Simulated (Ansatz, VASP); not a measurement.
InP: VASP beside Ansatz

Contents of INCAR:

```
SYSTEM = InP
PREC = Accurate ; ENCUT = 520
EDIFF = 1E-6 ; ISMEAR = 0
SIGMA = 0.028999999999999998 ; LREAL = .False.
LASPH = .True. ; NELM = 100
ALGO = Normal ; ISIF = 2
LWAVE = .False. ; LCHARG = .True.
GGA = PE ; LELF = .True.
LVHAR = .True. ; NBANDS = 16
```

File KPOINTS:

```
Automatic mesh
0
Gamma
  8 8 8
  0 0 0
```

POSCAR

```
InP
1.0
    0.0000000000      2.7688340000      2.7688340000
    2.7688340000      0.0000000000      2.7688340000
    2.7688340000      2.7688340000      0.0000000000
In P
1 1
Direct
    0.0000000000      0.0000000000      0.0000000000
    0.5000000000      0.5000000000      0.5000000000
```

The input input.yaml:

```yaml
crystal:
  lattice:
    - [0.0, 2.768834, 2.768834]
    - [2.768834, 0.0, 2.768834]
    - [2.768834, 2.768834, 0.0]
  atoms:
    - { symbol: In, position: [0.0, 0.0, 0.0] }
    - { symbol: P, position: [0.5, 0.5, 0.5] }
hamiltonian:
  xc: pbe
  pseudopotentials: { kind: paw }
kpoints:
  mp_grid: { grid: [8, 8, 8] }
scf:
  occupations: { method: gaussian, width: 0.029 }
output:
  forces: true
  stress: true
  eigenvalues: true
```

Alike in both runs: task single point; functional PBE; k mesh 8 × 8 × 8; occupations gaussian, width 0.029 eV; no spin polarisation.

|  | VASP | Ansatz |
| --- | --- | --- |
| version | VASP 6.6.1 | Ansatz 0.2.0 |
| potentials or method | VASP PAW PBE potentials, release 64 (In_d, P) | Ansatz PAW |
| plane-wave cutoff (eV) | 520 | 420 |
| valence electrons in the cell | 18 | 18 |

|  | VASP | Ansatz | Ansatz less VASP |
| --- | --- | --- | --- |
| gap on the k mesh at the Fermi level (eV) | none | none | - |
| pressure (GPa) | -0.1 | -0.1 | +0.04 |

A gap of «none» marks a metal or a gap that the smearing closes.
